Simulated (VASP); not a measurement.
The system is Mg5ZnS6.

```
Mg Zn S
1.0
     6.65710    0.00000    0.00000
    -3.32855    5.76522    0.00000
     0.00000    0.00000    6.28713
Mg Zn S
5 1 6
Direct
  0.00000 0.66667 0.00000
  0.66667 0.00000 0.00000
  0.33333 0.33333 0.00000
  0.33333 0.66667 0.50000
  0.66667 0.33333 0.50000
  0.00000 0.00000 0.50000
  0.00000 0.66667 0.38500
  0.66667 0.00000 0.38500
  0.33333 0.33333 0.38500
  0.33333 0.66667 0.88500
  0.00000 0.00000 0.88500
  0.66667 0.33333 0.88500
```

- Program: VASP 6.6.1
- Task: relaxation of cell and atoms
- Functional: PBE
- Potentials or basis: VASP PAW PBE potentials, release 64 (Mg, Zn, S)
- Cutoff: 600 eV
- k mesh: 3 × 3 × 4
- Occupations: gaussian, width 0.1 eV
- Spin: no spin polarisation

At the start: pressure 8.7 GPa; volume 20.11 Å³/atom.

**Question.** How do energy, volume and symmetry change on relaxing?

**Answer.** Over 9 steps the energy falls by 73.4 meV/atom and the volume is 22.53 Å³/atom (+12.0 %); space group P31m (No. 157, to 0.1 Å) before and after.

Step by step:
```tsv
step	energy change (eV)	largest force (eV/Å)	pressure (GPa)	volume (Å³)
1	0.0000	0.9076	8.70	241.30
2	-0.7792	0.2723	-2.02	281.40
3	-0.8443	0.3853	-0.11	271.44
4	-0.8442	0.3774	-0.24	272.07
5	-0.8645	0.2506	-0.19	271.77
6	-0.8787	0.0960	-0.08	271.25
7	-0.8787	0.0971	-0.07	271.24
8	-0.8805	0.0491	0.04	270.69
9	-0.8808	0.0209	0.12	270.35
```

Final structure:
```
Mg Zn S
1.0
     6.95526    0.00000    0.00000
    -3.47763    6.02343    0.00000
     0.00000    0.00000    6.45319
Mg Zn S
5 1 6
Cartesian
  4.6281 4.0307 0.0136
  4.6543 0.0000 0.0136
  1.1505 1.9927 0.0136
  0.0000 4.0156 3.2419
  3.4776 2.0078 3.2419
  0.0000 0.0000 3.2575
  4.6018 4.0762 2.4837
  4.7068 0.0000 2.4837
  1.1242 1.9472 2.4837
  0.0000 4.0156 5.7051
  0.0000 0.0000 5.6232
  3.4776 2.0078 5.7051
```
